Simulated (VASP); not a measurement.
# TiSe in VASP: further runs

The runs below take TiSe through single point, with PBE.

All numbers are computed with VASP 6.6.1; they aren't measurements. Logs are shortened: lines on timing, memory, paths and dates and some standing lists are left out, and cuts for length are marked.

## 1. The cell of the first run

The cell holds a sheet with vacuum, 2 atoms: a = 3.606 Å, b = 3.601 Å, c = 23.800 Å, α = 90.00°, β = 90.00°, γ = 90.00°.

The cell was built from a structure type or drawn by symmetry, and may not be a known phase.

## 2. Single point, PBE, collinear spin

The input, INCAR:

```
ALGO     = Normal         # electronic algorithm
DIPOL    = 0.5 0.5 0.294
EDIFF    = 1E-6           # SCF threshold, eV
ENCUT    = 520            # plane-wave cutoff, eV
GGA      = PE             # functional
IDIPOL   = 3            
ISIF     = 2              # what is computed and relaxed
ISMEAR   = 0              # smearing method
ISPIN    = 2              # spin polarisation
LASPH    = T              # aspherical terms in the spheres
LCHARG   = F              # write CHGCAR
LDIPOL   = T            
LMAXMIX  = 4              # l up to which the mixer works
LORBIT   = 11             # projections on sites
LREAL    = F              # projectors in reciprocal space
LWAVE    = F              # write WAVECAR
MAGMOM   = 1 0            # initial moments
NBANDS   = 20             # bands
NELM     = 150            # most SCF steps
PREC     = Accurate       # precision mode
SIGMA    = 0.1            # smearing width, eV
```

The input, KPOINTS:

```
k-points
0
Gamma
  4 4 1
```

The input, POSCAR:

```
TiSe
1.0
    3.6055376149      0.0000000000      0.0000000000
    0.0000000000      3.6006221104      0.0000000000
    0.0000000000      0.0000000000     23.8000000000
Ti Se
1 1
Direct
    0.5000000000      0.0000000000      0.2941176471
    0.0000000000      0.5000000000      0.2941176471
```

Potentials or basis: VASP PAW PBE potentials, release 64 (Ti_sv, Se).

Launch:

```sh
$ cat potpaw_PBE.64/Ti_sv/POTCAR potpaw_PBE.64/Se/POTCAR > POTCAR
$ mpirun -np 1 vasp_std > vasp.out
```

OUTCAR:

```text
EDIFF = 1E-6
   ENCUT = 520
   GGA = PE
   ISIF = 2
   ISMEAR = 0
   ISPIN = 2
   LASPH = T
   LORBIT = 11
   LREAL = F
   NELM = 150
   PREC = Accurate

 ion  position               nearest neighbor table
   1  0.500  0.000  0.294-   2 2.55   2 2.55   2 2.55   2 2.55
   2  0.000  0.500  0.294-   1 2.55   1 2.55   1 2.55   1 2.55

  LATTYP: Found a simple orthorhombic cell.
 ALAT       =     3.6006221104
 B/A-ratio  =     1.0013651820
 C/A-ratio  =     6.6099688527

  Lattice vectors:

 A1 = (   0.0000000000,  -3.6006221104,   0.0000000000)
 A2 = (   3.6055376149,   0.0000000000,   0.0000000000)
 A3 = (   0.0000000000,   0.0000000000,  23.8000000000)

Analysis of symmetry for initial positions (statically):
=====================================================================
 Subroutine PRICEL returns:
 Original cell was already a primitive cell.

 Routine SETGRP: Setting up the symmetry group for a
 simple orthorhombic supercell.

 Subroutine GETGRP returns: Found  8 space group operations
 (whereof  4 operations were pure point group operations)
 out of a pool of  8 trial point group operations.

The static configuration has the point symmetry C_2v.
 The point group associated with its full space group is D_2h.

Analysis of symmetry for dynamics (positions and initial velocities):
=====================================================================
 Subroutine PRICEL returns:
 Original cell was already a primitive cell.

 Routine SETGRP: Setting up the symmetry group for a
 simple orthorhombic supercell.

 Subroutine GETGRP returns: Found  8 space group operations
 (whereof  4 operations were pure point group operations)
 out of a pool of  8 trial point group operations.

The dynamic configuration has the point symmetry C_2v.
 The point group associated with its full space group is D_2h.

Analysis of structural, dynamic, and magnetic symmetry:
=====================================================================
 Subroutine PRICEL returns:
 Original cell was already a primitive cell.

 Routine SETGRP: Setting up the symmetry group for a
 simple orthorhombic supercell.

 Subroutine GETGRP returns: Found  8 space group operations
 (whereof  4 operations were pure point group operations)
 out of a pool of  8 trial point group operations.

The overall configuration has the point symmetry C_2v.
 The point group associated with its full space group is D_2h.

 Subroutine INISYM returns: Found  8 space group operations
 (whereof  4 operations are pure point group operations),
 and found     1 'primitive' translations
[... 108 lines left out ...]
   LEPSILON=     F    determine dielectric tensor
   LRPA    =     F    only Hartree local field effects (RPA)
 spin polarized calculation
 Gauss-broadening in eV      SIGMA  =   0.10
  energy-cutoff  :      520.00
  volume of cell :      308.98
 maximum number of plane-waves:      8380
 NGX is ok and might be reduce to    28
   NGX = 13   NGY = 13   NGZ = 89

 dipolmoment           0.000000      0.000000      0.000101 electrons x Angstroem

 number of electron      18.0000002 magnetization       1.8749934

 dipolmoment           0.000000      0.000000     -0.000005 electrons x Angstroem

 Free energy of the ion-electron system (eV)
  ---------------------------------------------------
  ext. energy  EPLUGINS =         0.00000000
  ---------------------------------------------------
  free energy    TOTEN  =       -12.07728556 eV

  energy without entropy =      -12.07101939  energy(sigma->0) =      -12.07415248

 E-fermi :  -2.5065     XC(G=0):  -1.9496

 val. band max:       -2.5099614261   @ k =   0.5000   0.5000   0.0000
 cond. band min:      -2.1600586605   @ k =   0.0000   0.0000   0.0000
 fundamental gap:      0.3499027656
 Fermi energy:        -2.5065495692

 spin component 1

 k-point     1 :       0.0000    0.0000    0.0000
  band No.  band energies     occupation
      1     -60.3894      1.00000
      2     -36.7136      1.00000
      3     -36.7133      1.00000
      4     -36.6469      1.00000
      5     -16.8665      1.00000
      6      -6.2944      1.00000
[... 183 lines left out ...]
      6      -7.2907      1.00000
[... 12 lines left out ...]
     19       5.4484      0.00000
     20       5.4527      0.00000
 Fermi energy:        -2.5065495692

 spin component 2

 k-point     1 :       0.0000    0.0000    0.0000
  band No.  band energies     occupation
      1     -59.0308      1.00000
      2     -35.5426      1.00000
      3     -35.5425      1.00000
      4     -34.8891      1.00000
      5     -16.8519      1.00000
      6      -6.1702      1.00000
[... 196 lines left out ...]
     19       5.7933      0.00000
     20       5.7959      0.00000

------------------------ aborting loop because EDIFF is reached ----------------------------------------

 vacuum level on the upper side and lower side of the slab       (xc-potential included)        -0.146        -0.146

  FORCE on cell =-STRESS in cart. coord.  units (eV):
  Direction    XX          YY          ZZ          XY          YZ          ZX
  --------------------------------------------------------------------------------------
  -------------------------------------------------------------------------------------
  Total       -0.0068642      0.0285289     -0.0077029      0.0000000      0.0000000      0.0000000
  in kB       -0.0355939      0.1479349     -0.0399431      0.0000000      0.0000000      0.0000000
  external PRESSURE =       0.0241326 kB  Pullay stress =       0.0000000 kB

 VOLUME and BASIS-vectors are now :
 -----------------------------------------------------------------------------
  energy-cutoff  :      520.00
  volume of cell :      308.98
      direct lattice vectors                 reciprocal lattice vectors
     3.605537615  0.000000000  0.000000000     0.277351149  0.000000000  0.000000000
     0.000000000  3.600622110  0.000000000     0.000000000  0.277729784  0.000000000
     0.000000000  0.000000000 23.800000000     0.000000000  0.000000000  0.042016807

 POSITION                                       TOTAL-FORCE (eV/Angst)
 -----------------------------------------------------------------------------------
      1.80277      0.00000      7.00000         0.000000      0.000000      0.000000
      0.00000      1.80031      7.00000         0.000000      0.000000     -0.000000
 -----------------------------------------------------------------------------------
    total drift:                                0.000000     -0.000000     -0.000008

  FREE ENERGIE OF THE ION-ELECTRON SYSTEM (eV)
  ---------------------------------------------------
  free  energy   TOTEN  =       -12.0772855591 eV

  energy  without entropy=      -12.0710193929  energy(sigma->0) =      -12.07415248

 vacuum level on the upper side and lower side of the slab         1.335         1.333

 total charge

# of ion       s       p       d       tot
------------------------------------------
    1        2.142   6.061   2.002  10.204
    2        1.435   2.480   0.037   3.953
--------------------------------------------------
tot          3.577   8.541   2.039  14.157

 magnetization (x)

# of ion       s       p       d       tot
------------------------------------------
    1        0.034   0.007   1.374   1.415
    2       -0.003  -0.081   0.022  -0.063
--------------------------------------------------
tot          0.030  -0.074   1.396   1.352
```

OSZICAR:

```text
N       E                     dE             d eps       ncg     rms          rms(c)
DAV:   1     0.105842611820E+03    0.10584E+03   -0.77169E+03   864   0.624E+02
DAV:   2     0.471776668935E+01   -0.10112E+03   -0.95440E+02   884   0.170E+02
[... 23 lines left out ...]
DAV:  26    -0.120772669744E+02   -0.86651E-05   -0.59144E-07   736   0.523E-03    0.720E-04
DAV:  27    -0.120772766169E+02   -0.96425E-05   -0.34825E-07   660   0.209E-03    0.440E-04
DAV:  28    -0.120772806632E+02   -0.40463E-05   -0.99072E-08   648   0.893E-04    0.299E-04
DAV:  29    -0.120772833345E+02   -0.26713E-05   -0.32764E-08   656   0.563E-04    0.202E-04
DAV:  30    -0.120772848932E+02   -0.15587E-05   -0.21210E-08   672   0.491E-04    0.133E-04
DAV:  31    -0.120772855591E+02   -0.66595E-06   -0.58606E-09   684   0.296E-04
   1 F= -.12077286E+02 E0= -.12074152E+02  d E =-.626617E-02  mag=     1.8750
```

stdout:

```text
POSCAR found type information on POSCAR TiSe
 POSCAR found :  2 types and       2 ions
 scaLAPACK will be used
 LDA part: xc-table for (Slater+PW92), standard interpolation
 POSCAR, INCAR and KPOINTS ok, starting setup
 FFT: planning ... GRIDC
 FFT: planning ... GRID_SOFT
 FFT: planning ... GRID
 WAVECAR not read
 entering main loop
```

Run time: 5.7 min. Hardware: 1 thread of Intel Xeon 8259CL, shared host; peak memory 0.5 GiB.

Results:

| Property | Result |
| --- | --- |
| Free energy | -12.0773 eV |
| Net moment | 1.87 μB per cell |
| Site moments | Ti +1.42; Se -0.06 μB |
| Valence electrons inside the program's atomic spheres | Ti 10.20; Se 3.95 |

Levels at points of the mesh, in eV from the Fermi level:
Spin up:
| k point | band 6 | band 7 | band 8 | band 9 | band 10 | band 11 | band 12 | band 13 | band 14 | band 15 |
| --- | --- | --- | --- | --- | --- | --- | --- | --- | --- | --- |
| (0.00, 0.00, 0.00) | -3.79 | -2.19 | -2.17 | -1.83 | -0.69 | -0.25 | 0.35 | 0.35 | 2.31 | 3.16 |
| (0.50, 0.00, 0.00) | -6.39 | -4.11 | -3.62 | -0.21 | 0.51 | 0.70 | 1.61 | 2.21 | 4.25 | 4.26 |
| (0.00, 0.50, 0.00) | -6.39 | -4.12 | -3.62 | -0.21 | 0.51 | 0.71 | 1.60 | 2.22 | 4.24 | 4.26 |
| (0.50, 0.50, 0.00) | -4.78 | -4.78 | -2.11 | -0.59 | -0.59 | 0.00 | 0.88 | 1.45 | 2.14 | 5.34 |
Spin down:
```
           k point  band 4  band 5  band 6  band 7  band 8  band 9  band 10  band 11  band 12  band 13
(0.00, 0.00, 0.00)  -32.38  -14.35   -3.66   -2.15   -2.13   -0.95     0.61     0.91     1.59     1.60
(0.50, 0.00, 0.00)  -32.38  -13.52   -6.09   -3.82   -3.42    1.76     1.80     1.88     2.61     3.02
(0.00, 0.50, 0.00)  -32.38  -13.52   -6.10   -3.84   -3.41    1.76     1.80     1.89     2.61     3.03
(0.50, 0.50, 0.00)  -32.37  -13.49   -4.63   -4.63   -2.19    0.50     0.50     2.06     2.11     2.34
```

Caveat: the k points lie up to 0.44 Å⁻¹ apart.

(Part 1 of 2 ends here.)
